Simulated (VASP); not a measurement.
Wanted: the native input for a VASP 6.6.1 run.

- Task: single point
- Functional: PBE
- Potentials or basis: VASP PAW PBE potentials, release 64 (Mg, H)
- Cutoff: 600 eV
- k mesh: 8 × 8 × 8
- Occupations: fermi-dirac, width 0.04 eV
- Spin: collinear spin, zero start
- Starting moments: [0.0, 0.0, 0.0] μB
- Dipole correction: no
- Further INCAR settings: ALGO = Normal; EDIFF = 1e-06; NBANDS = 13

The structure of MgH2 lies in POSCAR:

```
MgH2
1.0
    0.0000000000      2.3810671667      2.3810671667
    2.3810671667      0.0000000000      2.3810671667
    2.3810671667      2.3810671667      0.0000000000
Mg H
1 2
Direct
    0.0000000000      0.0000000000      0.0000000000
    0.7500000000      0.7500000000      0.7500000000
    0.2500000000      0.2500000000      0.2500000000
```

These files were run (other wordings do the same):

INCAR

```
PREC = Accurate
ENCUT = 600
EDIFF = 1E-6
ISMEAR = -1
SIGMA = 0.04
LREAL = F
LASPH = T
NELM = 200
ALGO = Normal
ISIF = 2
LWAVE = F
LCHARG = F
ISPIN = 2
MAGMOM = 0 0 0
LORBIT = 11
GGA = PE
NBANDS = 13
GGA_COMPAT = F
```

KPOINTS

```
Automatic mesh
0
Gamma
  8 8 8
```

Potentials or basis: VASP PAW PBE potentials, release 64 (Mg, H).

Command:

```console
$ cat potpaw_PBE.64/Mg/POTCAR potpaw_PBE.64/H/POTCAR > POTCAR
$ mpirun -np 1 vasp_std > vasp.out
```

Results of the run:

```json
{
 "Pressure": "-0.6 GPa",
 "Band gap on the k mesh": "zero (filled and empty bands overlap)",
 "Net moment": "0.00 μB per cell",
 "Valence electrons inside the program's atomic spheres": "Mg 0.31; H 0.57"
}
```

Run time: 25 s on 1 thread of Intel(R) Xeon(R) Platinum 8259CL CPU @ 2.50GHz (Skylake/Cascade Lake) (shared host), peak memory 0.18 GiB.
